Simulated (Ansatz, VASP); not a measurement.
## WC in VASP and in Ansatz

```
CELL_PARAMETERS angstrom
3.00412 0.00000 0.00000
-1.50206 2.60164 0.00000
0.00000 0.00000 2.69313
ATOMIC_POSITIONS crystal
W 0.00000 0.00000 0.00000
C 0.66667 0.33333 0.50000
```

Alike in both runs: task single point; functional PBE; k mesh 24 × 24 × 24; occupations gaussian, width 0.15 eV; no spin polarisation.

```csv
,VASP,Ansatz
version,VASP 6.6.1,Ansatz 0.2.0
potentials or method,"VASP PAW PBE potentials, release 64 (W_sv, C), cutoff 520 eV","scalar-relativistic, plane waves, PAW"
valence electrons in the cell,18,18
```

```tsv
	VASP	Ansatz	Ansatz less VASP
gap on the k mesh at the Fermi level (eV)	none	none	-
pressure (GPa)	6.8	5.6	-1.12
traceless stress, the component that is largest in VASP (GPa)	40.80	40.46	-0.348
```

A gap of «none» marks a metal or a gap that the smearing closes.

Neither program's run includes spin-orbit coupling.
